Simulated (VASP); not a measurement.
# Si3Ge5 (Cmm2) in VASP: single point with PBE

Aim: the single point of Si3Ge5 with PBE.

Program: VASP 6.6.1. These are calculated values, not measurements. Logs are shortened: lines on timing, memory, paths and dates and some standing lists are left out, and cuts for length are marked.

**1. The cell of the first run**

The structure is orthorhombic, space group Cmm2 (No. 35). Conventional cell: a = 7.974 Å, b = 7.974 Å, c = 5.638 Å, α = 90.00°, β = 90.00°, γ = 90.00°. Si (site symmetry m) has 1 Si at 2.39 Å and 3 Ge at 2.43 Å within 3.2 Å. Within 3.2 Å of Si (site symmetry mm2) lie 2 Si at 2.39 Å and 2 Ge at 2.43 Å. Within 3.2 Å of Ge (site symmetry m) lie 1 Si at 2.43 Å and 3 Ge at 2.47 Å. Ge (site symmetry mm2) has 2 Si at 2.43 Å and 2 Ge at 2.47 Å within 3.2 Å. Within 3.2 Å of Ge (site symmetry 2) lie 2 Si at 2.43 Å and 2 Ge at 2.47 Å.

**2. Single point, PBE**

Contents of INCAR:

```
SYSTEM = Si3Ge5
ALGO = Normal
EDIFF = 1E-7
ENCUT = 520
GGA = PE
ISIF = 2
ISMEAR = 0
LASPH = .TRUE.
LCHARG = .FALSE.
LREAL = .FALSE.
LWAVE = .FALSE.
NBANDS = 51
NELM = 80
PREC = Accurate
SIGMA = 0.02
```

Contents of KPOINTS:

```
k-points
0
G
  6 6 6
  0 0 0
```

Contents of POSCAR:

```
Si3Ge5
1.0
    5.6381314240      0.0000000000      0.0000000000
    0.0000000000      5.6381314240      0.0000000000
    0.0000000000      0.0000000000      5.6381314240
Si Ge
3 5
Direct
    0.0030428847      0.0030884261      0.0030884261
    0.0030428847      0.4969115739      0.4969115739
    0.2437638655      0.2500000000      0.2500000000
    0.4968455088      0.0031242956      0.4968757044
    0.4968455088      0.4968757044      0.0031242956
    0.2436562364      0.7500000000      0.7500000000
    0.7564015555      0.2500000000      0.7500000000
    0.7564015555      0.7500000000      0.2500000000
```

Potentials or basis: VASP PAW PBE potentials, release 64 (Si, Ge_d).

The run is started by

```sh
cat potpaw_PBE.64/Si/POTCAR potpaw_PBE.64/Ge_d/POTCAR > POTCAR
mpirun -np 1 vasp_std > vasp.out
```

OUTCAR:

```text
SYSTEM = Si3Ge5
   EDIFF = 1E-7
   ENCUT = 520
   GGA = PE
   ISIF = 2
   ISMEAR = 0
   LASPH = .TRUE.
   LREAL = .FALSE.
   NELM = 80
   PREC = Accurate

 ion  position               nearest neighbor table
   1  0.003  0.003  0.003-   3 2.39   7 2.43   8 2.43   6 2.43
   2  0.003  0.497  0.497-   3 2.39   7 2.43   8 2.43   6 2.43
   3  0.244  0.250  0.250-   1 2.39   2 2.39   4 2.43   5 2.43
   4  0.497  0.003  0.497-   3 2.43   6 2.47   7 2.47   8 2.47
   5  0.497  0.497  0.003-   3 2.43   6 2.47   7 2.47   8 2.47
   6  0.244  0.750  0.750-   1 2.43   2 2.43   4 2.47   5 2.47
   7  0.756  0.250  0.750-   1 2.43   2 2.43   4 2.47   5 2.47
   8  0.756  0.750  0.250-   1 2.43   2 2.43   4 2.47   5 2.47

  LATTYP: Found a simple cubic cell.
 ALAT       =     5.6381314240

  Lattice vectors:

 A1 = (   5.6381314240,   0.0000000000,   0.0000000000)
 A2 = (   0.0000000000,   5.6381314240,   0.0000000000)
 A3 = (   0.0000000000,   0.0000000000,   5.6381314240)

Analysis of symmetry for initial positions (statically):
=====================================================================
 Subroutine PRICEL returns:
 Original cell was already a primitive cell.

 Routine SETGRP: Setting up the symmetry group for a
 simple cubic supercell.

 Subroutine GETGRP returns: Found  4 space group operations
 (whereof  2 operations were pure point group operations)
 out of a pool of 48 trial point group operations.

The static configuration has the point symmetry C_1h.
 The point group associated with its full space group is C_2v.

Analysis of symmetry for dynamics (positions and initial velocities):
=====================================================================
 Subroutine PRICEL returns:
 Original cell was already a primitive cell.

 Routine SETGRP: Setting up the symmetry group for a
 simple cubic supercell.

 Subroutine GETGRP returns: Found  4 space group operations
 (whereof  2 operations were pure point group operations)
 out of a pool of 48 trial point group operations.

The dynamic configuration has the point symmetry C_1h.
 The point group associated with its full space group is C_2v.

 Subroutine INISYM returns: Found  4 space group operations
 (whereof  2 operations are pure point group operations),
 and found     1 'primitive' translations

----------------------------------------------------------------------------------------

                                     Primitive cell

  volume of cell :     179.2279

  direct lattice vectors                    reciprocal lattice vectors
     5.638131424  0.000000000  0.000000000     0.177363727  0.000000000  0.000000000
     0.000000000  5.638131424  0.000000000     0.000000000  0.177363727  0.000000000
     0.000000000  0.000000000  5.638131424     0.000000000  0.000000000  0.177363727

  length of vectors
     5.638131424  5.638131424  5.638131424     0.177363727  0.177363727  0.177363727

  position of ions in fractional coordinates (direct lattice)
     0.003042885  0.003088426  0.003088426
     0.003042885  0.496911574  0.496911574
     0.243763866  0.250000000  0.250000000
     0.496845509  0.003124296  0.496875704
     0.496845509  0.496875704  0.003124296
     0.243656236  0.750000000  0.750000000
     0.756401555  0.250000000  0.750000000
     0.756401555  0.750000000  0.250000000

  ion indices of the primitive-cell ions
   primitive index   ion index
                 1           1
                 2           2
                 3           3
                 4           4
                 5           5
                 6           6
                 7           7
                 8           8

----------------------------------------------------------------------------------------

 KPOINTS: k-points

Automatic generation of k-mesh.
 Grid dimensions read from file:
 generate k-points for:    6    6    6

 Generating k-lattice:

  Cartesian coordinates                     Fractional coordinates (reciprocal lattice)
     0.029560621  0.000000000  0.000000000     0.166666667  0.000000000  0.000000000
     0.000000000  0.029560621  0.000000000     0.000000000  0.166666667  0.000000000
     0.000000000  0.000000000  0.029560621     0.000000000  0.000000000  0.166666667

  Length of vectors
     0.029560621  0.029560621  0.029560621

  Shift w.r.t. Gamma in fractional coordinates (k-lattice)
     0.000000000  0.000000000  0.000000000

 Subroutine IBZKPT returns following result:
 ===========================================

 Found     52 irreducible k-points:

 Following reciprocal coordinates:
            Coordinates               Weight
  0.000000  0.000000  0.000000      1.000000
  0.166667  0.000000  0.000000      2.000000
  0.000000  0.166667  0.000000      4.000000
  0.333333  0.000000  0.000000      2.000000
  0.000000  0.333333  0.000000      4.000000
  0.500000  0.000000  0.000000      1.000000
[... 16 lines left out ...]
  0.333333  0.000000  0.500000      4.000000
  0.500000  0.500000  0.000000      2.000000
 [... further k-points ...]
   k-points           NKPTS =     52   k-points in BZ     NKDIM =     52   number of bands    NBANDS=     51
   number of dos      NEDOS =    301   number of ions     NIONS =      8
   total plane-waves  NPLWV =  74088
   dimension x,y,z NGX =    42 NGY =   42 NGZ =   42
   dimension x,y,z NGXF=    84 NGYF=   84 NGZF=   84
   ions per type =               3   5
   NGX,Y,Z   is equivalent  to a cutoff of  12.38, 12.38, 12.38 a.u.
   NGXF,Y,Z  is equivalent  to a cutoff of  24.77, 24.77, 24.77 a.u.
 SYSTEM =  Si3Ge5
   PREC   = accura    normal or accurate (medium, high low for compatibility)
   ISTART =      0    job   : 0-new  1-cont  2-samecut
   ICHARG =      2    charge: 1-file 2-atom 10-const
   ISPIN  =      1    spin polarized calculation?
   LNONCOLLINEAR =      F non collinear calculations
   LSORBIT =      F    spin-orbit coupling
   LASPH  =      T    aspherical Exc in radial PAW
   ENCUT  =  520.0 eV  38.22 Ry    6.18 a.u.  10.48 10.48 10.48*2*pi/ulx,y,z
   NELM   =     80;   NELMIN=  2; NELMDL= -5     # of ELM steps
   EDIFF  = 0.1E-06   stopping-criterion for ELM
   LREAL  =      F    real-space projection
   EDIFFG = 0.1E-05   stopping-criterion for IOM
   NSW    =      0    number of steps for IOM
   IBRION =     -1    ionic relax: 0-MD 1-quasi-New 2-CG
   NFREE  =      0    steps in history (QN), initial steepest desc. (CG)
   ISIF   =      2    stress and relaxation
   ISYM   =      2    0-nonsym 1-usesym 2-fastsym
   POTIM  = 0.5000    time-step for ionic-motion
   TEBEG  =    0.0;   TEEND  =   0.0 temperature during run
   PSTRESS=    0.0 pullay stress
   NELECT =      82.0000    total number of electrons
   NUPDOWN=      -1.0000    fix difference up-down
   EMIN   =  10.00;   EMAX   =-10.00  energy-range for DOS
   EFERMI =   0.00;   METHOD = LEGACY
   ISMEAR =     0;   SIGMA  =   0.02  broadening in eV -4-tet -1-fermi 0-gaus
   EFERMI_NEDOS =   21; number of points for ismear=-14 and -15
   IALGO  =     38    algorithm
   IMIX   =      4    mixing-type and parameters
     AMIX     =   0.40;   BMIX     =  1.00
     AMIX_MAG =   1.60;   BMIX_MAG =  1.00
  volume/ion in A,a.u.               =      22.40       151.19
  Fermi-wavevector in a.u.,A,eV,Ry     =   1.261472  2.383836 21.651106  1.591311
  Thomas-Fermi vector in A             =   2.394929
   LORBIT       =      0    0 simple, 1 ext, 2 COOP (PROOUT), +10 PAW based schemes
   GGA     = PE    functional components
   LHFCALC =     F    Hartree Fock is set to
   AEXX    =    0.0000 exact exchange contribution
   IVDW    =     0    specifies the selected vdW correction
   LEPSILON=     F    determine dielectric tensor
   LRPA    =     F    only Hartree local field effects (RPA)
 non-spin polarized calculation
 Gauss-broadening in eV      SIGMA  =   0.02
  energy-cutoff  :      520.00
  volume of cell :      179.23
 maximum number of plane-waves:      4853
 NGX is ok and might be reduce to    42
   NGX = 21   NGY = 21   NGZ = 21

 number of electron      81.9999985 magnetization

 Free energy of the ion-electron system (eV)
  ---------------------------------------------------
  ext. energy  EPLUGINS =         0.00000000
  ---------------------------------------------------
  free energy    TOTEN  =       -38.72296371 eV

  energy without entropy =      -38.72296371  energy(sigma->0) =      -38.72296371

 E-fermi :   5.1051     XC(G=0):  -9.6008

 val. band max:        4.9643503967   @ k =   0.0000   0.0000   0.0000
 cond. band min:       5.1848755668   @ k =   0.5000   0.5000   0.5000
 fundamental gap:      0.2205251701
 Fermi energy:         5.1050586296

 k-point     1 :       0.0000    0.0000    0.0000
  band No.  band energies     occupation
      1     -19.6361      2.00000
      2     -19.6310      2.00000
      3     -19.6021      2.00000
      4     -19.5947      2.00000
      5     -19.5641      2.00000
      6     -19.5634      2.00000
[... 43 lines left out ...]
     50       7.4926      0.00000
     51       7.5534      0.00000

 k-point     2 :       0.1667    0.0000    0.0000
  band No.  band energies     occupation
      1     -19.6366      2.00000
      2     -19.6310      2.00000
      3     -19.6020      2.00000
      4     -19.5947      2.00000
      5     -19.5640      2.00000
      6     -19.5629      2.00000
[... 43 lines left out ...]
     50       8.0666      0.00000
     51       8.0673      0.00000

 k-point     3 :       0.0000    0.1667    0.0000
  band No.  band energies     occupation
      1     -19.6368      2.00000
      2     -19.6322      2.00000
      3     -19.6052      2.00000
      4     -19.5933      2.00000
      5     -19.5657      2.00000
      6     -19.5566      2.00000
[... 43 lines left out ...]
     50       8.0642      0.00000
     51       8.1390      0.00000
[... 1027 lines left out ...]
 k-point    23 :       0.3333    0.0000    0.5000
  band No.  band energies     occupation
      1     -19.6401      2.00000
      2     -19.6333      2.00000
      3     -19.6134      2.00000
      4     -19.5889      2.00000
      5     -19.5622      2.00000
      6     -19.5468      2.00000
[... 43 lines left out ...]
     50       9.6250      0.00000
     51       9.6899      0.00000

 k-point    24 :       0.5000    0.5000    0.0000
  band No.  band energies     occupation
      1     -19.6404      2.00000
      2     -19.6330      2.00000
      3     -19.6132      2.00000
      4     -19.5891      2.00000
      5     -19.5621      2.00000
      6     -19.5467      2.00000
[... 43 lines left out ...]
     50       9.8089      0.00000
     51      10.0260      0.00000

 [... further k-points ...]
[... 5 lines left out ...]
  --------------------------------------------------------------------------------------
  -------------------------------------------------------------------------------------
  Total       -0.0586764     -0.0840704     -0.0840704      0.0000000     -0.0503843      0.0000000
  in kB       -0.5245276     -0.7515330     -0.7515330      0.0000000     -0.4504020      0.0000000
  external PRESSURE =      -0.6758645 kB  Pullay stress =       0.0000000 kB

 VOLUME and BASIS-vectors are now :
 -----------------------------------------------------------------------------
  energy-cutoff  :      520.00
  volume of cell :      179.23
      direct lattice vectors                 reciprocal lattice vectors
     5.638131424  0.000000000  0.000000000     0.177363727  0.000000000  0.000000000
     0.000000000  5.638131424  0.000000000     0.000000000  0.177363727  0.000000000
     0.000000000  0.000000000  5.638131424     0.000000000  0.000000000  0.177363727

 POSITION                                       TOTAL-FORCE (eV/Angst)
 -----------------------------------------------------------------------------------
      0.01716      0.01741      0.01741        -0.001464     -0.002559     -0.002559
      0.01716      2.80165      2.80165        -0.001464      0.002559      0.002559
      1.37437      1.40953      1.40953         0.008784      0.000000      0.000000
      2.80128      0.01762      2.80145        -0.005162      0.006345     -0.006345
      2.80128      2.80145      0.01762        -0.005162     -0.006345      0.006345
      1.37377      4.22860      4.22860        -0.006115     -0.000000      0.000000
      4.26469      1.40953      4.22860         0.005292      0.000000      0.000000
      4.26469      4.22860      1.40953         0.005292      0.000000      0.000000
 -----------------------------------------------------------------------------------
    total drift:                               -0.002814      0.000000     -0.000025

  FREE ENERGIE OF THE ION-ELECTRON SYSTEM (eV)
  ---------------------------------------------------
  free  energy   TOTEN  =       -38.7229637078 eV

  energy  without entropy=      -38.7229637077  energy(sigma->0) =      -38.72296371
```

Run time: 15 min. Hardware: 1 thread of Intel Xeon 8259CL, shared host; peak memory 0.49 GiB.

What came out:

- Free energy: -38.7230 eV
- Pressure: -0.1 GPa
- Largest force: 0.010 eV/Å
- Band gap on the k mesh: 0.22 eV (least direct gap 0.49 eV)

Forces on the atoms (eV/Å):
```
Si  -0.001 -0.003 -0.003
Si  -0.001  0.003  0.003
Si   0.009  0.000  0.000
Ge  -0.005  0.006 -0.006
Ge  -0.005 -0.006  0.006
Ge  -0.006  0.000  0.000
Ge   0.005  0.000  0.000
Ge   0.005  0.000  0.000
```

Levels at points of the mesh, in eV from the valence-band top:
```
           k point  band 37  band 38  band 39  band 40  band 41  band 42  band 43  band 44  band 45  band 46
(0.00, 0.00, 0.00)    -2.86    -2.82    -0.07    -0.03     0.00     0.49     0.58     0.58     0.70     0.96
(0.50, 0.00, 0.00)    -3.70    -2.16    -2.02    -1.84    -1.70     0.84     1.26     2.80     2.97     4.22
(0.00, 0.50, 0.00)    -3.70    -2.00    -1.99    -1.85    -1.84     0.97     1.15     2.76     2.85     4.25
(0.50, 0.50, 0.00)    -3.61    -1.53    -1.51    -1.36    -1.24     1.81     2.03     2.26     2.33     4.42
(0.00, 0.50, 0.50)    -3.60    -1.66    -1.51    -1.33    -1.16     1.80     2.04     2.25     2.37     4.50
(0.50, 0.50, 0.50)    -1.34    -1.29    -1.18    -1.15    -1.02     0.22     0.35     0.67     0.98     3.20
```

A k mesh can miss the band edges.
